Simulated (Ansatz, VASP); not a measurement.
**One calculation of Li, two programs**

Contents of INCAR:

```
SYSTEM = Li
PREC = Accurate ; ENCUT = 520
EDIFF = 1E-6 ; ISMEAR = 0
SIGMA = 0.1 ; LREAL = .False.
LASPH = .True. ; NELM = 100
ALGO = Fast ; ISIF = 2
LWAVE = .False. ; LCHARG = .True.
GGA = PE ; LELF = .True.
LVHAR = .True. ; NBANDS = 16
```

KPOINTS

```
Automatic mesh
0
Gamma
  8 8 6
  0 0 0
```

The input POSCAR:

```
Li
1.0
    3.0277789842     -4.0882781131      0.0000000000
    3.0277789842      4.0882781131      0.0000000000
    0.0000000000      0.0000000000      6.3254750814
Li
5
Direct
    0.5000000000      0.0000000000      0.2299563645
    0.0000000000      0.5000000000      0.7700436355
    0.0000000000      0.5000000000      0.2299563645
    0.5000000000      0.0000000000      0.7700436355
    0.0000000000      0.0000000000      0.0000000000
```

Input for Ansatz:

```yaml
crystal:
  lattice:
    - [3.0277789842, -4.0882781131, 0.0]
    - [3.0277789842, 4.0882781131, 0.0]
    - [0.0, 0.0, 6.3254750814]
  atoms:
    - { symbol: Li, position: [0.5, 0.0, 0.2299563645] }
    - { symbol: Li, position: [0.0, 0.5, 0.7700436355] }
    - { symbol: Li, position: [0.0, 0.5, 0.2299563645] }
    - { symbol: Li, position: [0.5, 0.0, 0.7700436355] }
    - { symbol: Li, position: [0.0, 0.0, 0.0] }
basis:
  ecutwfc: 420
kpoints:
  mp_grid: { grid: [8, 8, 6] }
hamiltonian:
  xc: pbe
scf:
  occupations: { method: gaussian, width: 0.1 }
output:
  forces: true
  stress: true
  eigenvalues: true
```

Alike in both runs: task single point; functional PBE; k mesh 8 × 8 × 6; occupations gaussian, width 0.1 eV; no spin polarisation.

|  | VASP | Ansatz |
| --- | --- | --- |
| version | VASP 6.6.1 | Ansatz 0.2.0 |
| potentials or method | VASP PAW PBE potentials, release 64 (Li_sv), cutoff 520 eV | scalar-relativistic, plane waves, PAW |
| valence electrons in the cell | 15 | 15 |

VASP gave:

```
gap on the k mesh at the Fermi level (eV) : none
rms of the force components (eV/Å)        : 0.099
```

Question: Which values does Ansatz return?

Answer: gap on the k mesh at the Fermi level (eV): none; rms of the force components (eV/Å): 0.098.

Atom by atom the forces differ by 0.002 eV/Å (rms over components). A gap of «none» marks a metal or a gap that the smearing closes. With one functional, cell and mesh, what is left measures potentials, basis and numerics.

Noted on VASP's run: the cutoff is short for stress, so the pressure is rough.
